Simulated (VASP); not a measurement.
# Ti18NO in VASP: single point with PBE

Aim: the single point of Ti18NO with PBE.

Everything below comes from runs of VASP 6.6.1. Logs are shortened: lines on timing, memory, paths and dates and some standing lists are left out, and cuts for length are marked.

### 1 The cell of the first run

The cell holds a slab with vacuum, 20 atoms: a = 5.900 Å, b = 8.850 Å, c = 16.685 Å, α = 90.00°, β = 90.00°, γ = 60.00°.

### 2 Single point, PBE

INCAR reads:

```
PREC     = Accurate       # precision mode
ENCUT    = 520            # plane-wave cutoff, eV
EDIFF    = 1E-7           # SCF threshold, eV
ISMEAR   = 0              # smearing method
SIGMA    = 0.1            # smearing width, eV
LREAL    = Auto         
LASPH    = True           # aspherical terms in the spheres
NELM     = 100            # most SCF steps
ALGO     = Normal         # electronic algorithm
ISIF     = 2              # what is computed and relaxed
LWAVE    = False          # write WAVECAR
LCHARG   = True           # write CHGCAR
GGA      = PE             # functional
LELF     = True           # ELF
LVHAR    = True         
NBANDS   = 130            # bands
```

KPOINTS reads:

```
regular mesh
0
Gamma
  3 2 1
```

POSCAR reads:

```
Ti18NO
1.0
    5.9000000000      0.0000000000      0.0000000000
    4.4250000000      7.6643250000      0.0000000000
    0.0000000000      0.0000000000     16.6846000000
Ti N O
18 1 1
Direct
    0.0000000000      0.0000000000      0.0599355000
    0.5000000000      0.0000000000      0.0599355000
    0.0000000000      0.3333333000      0.0599355000
    0.5000000000      0.3333333000      0.0599355000
    0.0000000000      0.6666667000      0.0599355000
    0.5000000000      0.6666667000      0.0599355000
   -0.1767063646      0.2218543762      0.1873277055
    0.3280718605      0.2210155647      0.1937214503
   -0.1591938807      0.5528407739      0.1913811076
    0.3352527998      0.5589267343      0.1907922189
   -0.1625639520      0.8859750851      0.1892066758
    0.3407699308      0.8907419494      0.1903756060
    0.0204036049     -0.0025024464      0.3262677376
    0.5232267649      0.0033316988      0.3305178776
   -0.0251917900      0.3338599259      0.3339946355
    0.4724778850      0.3464238408      0.3304583978
   -0.0005578558      0.6650661956      0.3247848528
    0.4949164323      0.6768187892      0.3254487906
    0.8188841067      0.2201965953      0.3948488278
    0.6859799565      0.1209501417      0.4011424958
```

Potentials or basis: VASP PAW PBE potentials, release 64 (Ti_sv, N, O).

On the command line:

```bash
$ cat potpaw_PBE.64/Ti_sv/POTCAR potpaw_PBE.64/N/POTCAR potpaw_PBE.64/O/POTCAR > POTCAR
$ mpirun -np 1 vasp_std > vasp.out
```

OUTCAR:

```text
PREC = Accurate
   ENCUT = 520
   EDIFF = 1E-7
   ISMEAR = 0
   LREAL = Auto
   LASPH = True
   NELM = 100
   ISIF = 2
   GGA = PE

 ion  position               nearest neighbor table
   1  0.000  0.000  0.060-   7 2.72  11 2.75  12 2.79
   2  0.500  0.000  0.060-  12 2.73  11 2.76   8 2.80
   3  0.000  0.333  0.060-   7 2.76   9 2.76   8 2.79
   4  0.500  0.333  0.060-   7 2.69  10 2.79   8 2.83
   5  0.000  0.667  0.060-  11 2.73   9 2.77  10 2.78
   6  0.500  0.667  0.060-  10 2.75  12 2.77   9 2.80
   7  0.823  0.222  0.187-   4 2.69   1 2.72   3 2.76  13 2.89
   8  0.328  0.221  0.194-   3 2.79   2 2.80   4 2.83  14 2.83  16 2.85  12 2.89   9 2.91
   9  0.841  0.553  0.191-   3 2.76   5 2.77  17 2.78   6 2.80  18 2.85   8 2.91  15 2.92
  10  0.335  0.559  0.191-   6 2.75   5 2.78   4 2.79  17 2.82  18 2.83  16 2.85  11 2.92
  11  0.837  0.886  0.189-   5 2.73   1 2.75   2 2.76  17 2.83  14 2.85  13 2.90  12 2.91  10 2.92

  12  0.341  0.891  0.190-   2 2.73   6 2.77  18 2.79   1 2.79  13 2.80   8 2.89  11 2.91
  13  0.020  0.997  0.326-  19 2.06  20 2.12  12 2.80  18 2.82  15 2.85   7 2.89  11 2.90  14 2.91

  14  0.523  0.003  0.331-  20 2.10   8 2.83  11 2.85  16 2.90  17 2.91  13 2.91
  15  0.975  0.334  0.334-  19 1.95  13 2.85  16 2.91   9 2.92
  16  0.472  0.346  0.330-  19 2.07  20 2.11  17 2.81  10 2.85   8 2.85  14 2.90  15 2.91
  17  0.999  0.665  0.325-   9 2.78  16 2.81  10 2.82  11 2.83  14 2.91
  18  0.495  0.677  0.325-  12 2.79  13 2.82  10 2.83   9 2.85
  19  0.819  0.220  0.395-  20 1.44  15 1.95  13 2.06  16 2.07
  20  0.686  0.121  0.401-  19 1.44  14 2.10  16 2.11  13 2.12

  LATTYP: Found a simple monoclinic cell.
 ALAT       =     5.9000000000
 B/A-ratio  =     2.8278983051
 C/A-ratio  =     1.3228756849
 COS(beta)  =    -0.1889822323

  Lattice vectors:

 A1 = (   5.9000000000,   0.0000000000,   0.0000000000)
 A2 = (   0.0000000000,   0.0000000000, -16.6846000000)
 A3 = (  -1.4750000000,   7.6643250000,   0.0000000000)

Analysis of symmetry for initial positions (statically):
=====================================================================
 Subroutine PRICEL returns:
 Original cell was already a primitive cell.

 Routine SETGRP: Setting up the symmetry group for a
 simple monoclinic supercell.

 Subroutine GETGRP returns: Found  1 space group operations
 (whereof  1 operations were pure point group operations)
 out of a pool of  4 trial point group operations.

The static configuration has the point symmetry C_1 .

Analysis of symmetry for dynamics (positions and initial velocities):
=====================================================================
 Subroutine PRICEL returns:
 Original cell was already a primitive cell.

 Routine SETGRP: Setting up the symmetry group for a
 simple monoclinic supercell.

 Subroutine GETGRP returns: Found  1 space group operations
 (whereof  1 operations were pure point group operations)
 out of a pool of  4 trial point group operations.

The dynamic configuration has the point symmetry C_1 .

 Subroutine INISYM returns: Found  1 space group operations
 (whereof  1 operations are pure point group operations),
 and found     1 'primitive' translations

----------------------------------------------------------------------------------------

                                     Primitive cell

  volume of cell :     754.4696

  direct lattice vectors                    reciprocal lattice vectors
     5.900000000  0.000000000  0.000000000     0.169491525 -0.097855976  0.000000000
     4.425000000  7.664325000  0.000000000     0.000000000  0.130474634  0.000000000
     0.000000000  0.000000000 16.684600000     0.000000000  0.000000000  0.059935509

  length of vectors
     5.900000000  8.850000153 16.684600000     0.195711955  0.130474634  0.059935509

  position of ions in fractional coordinates (direct lattice)
     0.000000000  0.000000000  0.059935500
     0.500000000  0.000000000  0.059935500
     0.000000000  0.333333300  0.059935500
     0.500000000  0.333333300  0.059935500
[... 65 lines left out ...]
|           W    W  A    A  R    R  N N  N  II  N N  N  G       !!!           |
|           W WW W  AAAAAA  RRRRR   N  N N  II  N  N N  G  GGG   !            |
|           WW  WW  A    A  R   R   N   NN  II  N   NN  G    G                |
|           W    W  A    A  R    R  N    N  II  N    N   GGGG   !!!           |
|                                                                             |
|     Your reciprocal lattice and k-lattice belong to different lattice       |
|     classes:                                                                |
|                                                                             |
|        The reciprocal lattice is simple monoclinic,                         |
|        whereas your k-lattice is hexagonal.                                 |
|                                                                             |
|     Results are often still useful ...                                      |
|                                                                             |
 -----------------------------------------------------------------------------

 Subroutine IBZKPT returns following result:
 ===========================================

 Found      4 irreducible k-points:

 Following reciprocal coordinates:
            Coordinates               Weight
  0.000000  0.000000  0.000000      1.000000
  0.333333  0.000000  0.000000      2.000000
  0.000000  0.500000  0.000000      1.000000
  0.333333  0.500000  0.000000      2.000000
   k-points           NKPTS =      4   k-points in BZ     NKDIM =      4   number of bands    NBANDS=    130
   number of dos      NEDOS =    301   number of ions     NIONS =     20
   total plane-waves  NPLWV = 423360
   dimension x,y,z NGX =    48 NGY =   70 NGZ =  126
   dimension x,y,z NGXF=    96 NGYF=  140 NGZF=  252
   ions per type =              18   1   1
   NGX,Y,Z   is equivalent  to a cutoff of  13.53, 13.15, 12.55 a.u.
   NGXF,Y,Z  is equivalent  to a cutoff of  27.05, 26.30, 25.11 a.u.
 SYSTEM =  unknown system
   PREC   = accura    normal or accurate (medium, high low for compatibility)
   ISTART =      0    job   : 0-new  1-cont  2-samecut
   ICHARG =      2    charge: 1-file 2-atom 10-const
   ISPIN  =      1    spin polarized calculation?
   LNONCOLLINEAR =      F non collinear calculations
   LSORBIT =      F    spin-orbit coupling
   LASPH  =      T    aspherical Exc in radial PAW
   ENCUT  =  520.0 eV  38.22 Ry    6.18 a.u.  10.97 16.46 31.02*2*pi/ulx,y,z
   NELM   =    100;   NELMIN=  2; NELMDL= -5     # of ELM steps
   EDIFF  = 0.1E-06   stopping-criterion for ELM
   LREAL  =      T    real-space projection
   EDIFFG = 0.1E-05   stopping-criterion for IOM
   NSW    =      0    number of steps for IOM
   IBRION =     -1    ionic relax: 0-MD 1-quasi-New 2-CG
   NFREE  =      0    steps in history (QN), initial steepest desc. (CG)
   ISIF   =      2    stress and relaxation
   ISYM   =      2    0-nonsym 1-usesym 2-fastsym
   POTIM  = 0.5000    time-step for ionic-motion
   TEBEG  =    0.0;   TEEND  =   0.0 temperature during run
   PSTRESS=    0.0 pullay stress
   NELECT =     227.0000    total number of electrons
   NUPDOWN=      -1.0000    fix difference up-down
   EMIN   =  10.00;   EMAX   =-10.00  energy-range for DOS
   EFERMI =   0.00;   METHOD = LEGACY
   ISMEAR =     0;   SIGMA  =   0.10  broadening in eV -4-tet -1-fermi 0-gaus
   EFERMI_NEDOS =   21; number of points for ismear=-14 and -15
   IALGO  =     38    algorithm
   IMIX   =      4    mixing-type and parameters
     AMIX     =   0.40;   BMIX     =  1.00
     AMIX_MAG =   1.60;   BMIX_MAG =  1.00
  volume/ion in A,a.u.               =      37.72       254.57
  Fermi-wavevector in a.u.,A,eV,Ry     =   1.096991  2.073011 16.373091  1.203388
  Thomas-Fermi vector in A             =   2.233343
   LORBIT       =      0    0 simple, 1 ext, 2 COOP (PROOUT), +10 PAW based schemes
   GGA     = PE    functional components
   LHFCALC =     F    Hartree Fock is set to
   AEXX    =    0.0000 exact exchange contribution
   IVDW    =     0    specifies the selected vdW correction
   LEPSILON=     F    determine dielectric tensor
   LRPA    =     F    only Hartree local field effects (RPA)
 non-spin polarized calculation
 Gauss-broadening in eV      SIGMA  =   0.10
  energy-cutoff  :      520.00
  volume of cell :      754.47
 maximum number of plane-waves:     20340
 NGX is ok and might be reduce to    48
   NGX = 21   NGY = 33   NGZ = 63

 number of electron     226.9999977 magnetization

 Free energy of the ion-electron system (eV)
  ---------------------------------------------------
  ext. energy  EPLUGINS =         0.00000000
  ---------------------------------------------------
  free energy    TOTEN  =      -147.74593006 eV

  energy without entropy =     -147.55916866  energy(sigma->0) =     -147.65254936

 E-fermi :   1.2455     XC(G=0):  -6.0563

 val. band max:        1.2401975647   @ k =   0.0000   0.0000   0.0000
 cond. band min:       1.2604054539   @ k =   0.0000   0.5000   0.0000
 fundamental gap:      0.0202078892
 Fermi energy:         1.2455268019

 k-point     1 :       0.0000    0.0000    0.0000
  band No.  band energies     occupation
      1     -55.8192      2.00000
      2     -55.7684      2.00000
      3     -55.7407      2.00000
      4     -55.7015      2.00000
      5     -55.6357      2.00000
      6     -55.5866      2.00000
[... 501 lines left out ...]
    124       1.7582      0.00000
    125       1.8189      0.00000
 [bands above 125 left out]

------------------------ aborting loop because EDIFF is reached ----------------------------------------

  FORCE on cell =-STRESS in cart. coord.  units (eV):
  Direction    XX          YY          ZZ          XY          YZ          ZX
  --------------------------------------------------------------------------------------
  -------------------------------------------------------------------------------------
  Total       -8.0029696     -4.5997399     -0.5219651     -1.7049935     -0.0096668     -0.0322154
  in kB      -16.9949553     -9.7679210     -1.1084353     -3.6206920     -0.0205283     -0.0684120
  external PRESSURE =      -9.2904372 kB  Pullay stress =       0.0000000 kB

 VOLUME and BASIS-vectors are now :
 -----------------------------------------------------------------------------
  energy-cutoff  :      520.00
  volume of cell :      754.47
      direct lattice vectors                 reciprocal lattice vectors
     5.900000000  0.000000000  0.000000000     0.169491525 -0.097855976  0.000000000
     4.425000000  7.664325000  0.000000000     0.000000000  0.130474634  0.000000000
     0.000000000  0.000000000 16.684600000     0.000000000  0.000000000  0.059935509

 POSITION                                       TOTAL-FORCE (eV/Angst)
 -----------------------------------------------------------------------------------
      0.00000      0.00000      1.00000         0.102862     -0.114458     -0.006225
      2.95000      0.00000      1.00000         0.065980      0.108413      0.007550
      1.47500      2.55477      1.00000         0.012439      0.024764      0.079971
      4.42500      2.55477      1.00000        -0.243424      0.109237      0.075617
      2.95000      5.10955      1.00000        -0.012217     -0.080196     -0.104457
      5.90000      5.10955      1.00000         0.074159     -0.040400      0.038815
[... 12 lines left out ...]
      5.80579      1.68766      6.58789         0.121931      0.090701      0.034366
      4.58249      0.92700      6.69290        -0.130911     -0.094380      0.043513
 -----------------------------------------------------------------------------------
    total drift:                               -0.001849     -0.022611     -0.003800

  FREE ENERGIE OF THE ION-ELECTRON SYSTEM (eV)
  ---------------------------------------------------
  free  energy   TOTEN  =      -147.7459300578 eV

  energy  without entropy=     -147.5591686553  energy(sigma->0) =     -147.65254936
```

Run time: 67 min. Hardware: 1 thread of AMD EPYC, shared host; peak memory 0.93 GiB.

Results:

```yaml
Free_energy: -147.7459 eV
Largest_force: 0.277 eV/Å
Band_gap_on_the_k_mesh: zero (an odd number of electrons rules out a gap without spin polarisation)
```

Forces in eV/Å, atoms in the order of the input:
```
Ti   0.103 -0.114 -0.006
Ti   0.066  0.108  0.008
Ti   0.012  0.025  0.080
Ti  -0.243  0.109  0.076
Ti  -0.012 -0.080 -0.104
Ti   0.074 -0.040  0.039
Ti  -0.004  0.004  0.019
Ti   0.004 -0.006 -0.020
Ti   0.011 -0.010 -0.007
Ti  -0.013  0.028  0.013
Ti  -0.005 -0.009 -0.011
Ti   0.005 -0.009  0.015
Ti   0.044 -0.043 -0.056
Ti  -0.028 -0.025 -0.015
Ti   0.019  0.014 -0.022
Ti  -0.021  0.061 -0.052
Ti   0.016 -0.003 -0.017
Ti  -0.018 -0.006 -0.017
N    0.122  0.091  0.034
O   -0.131 -0.094  0.044
```

Caveat: the k points lie up to 0.41 Å⁻¹ apart, too coarse for converged energies and pressures of a metal; an odd number of electrons without spin polarisation forces a metal; a magnetic or distorted state may lie lower.
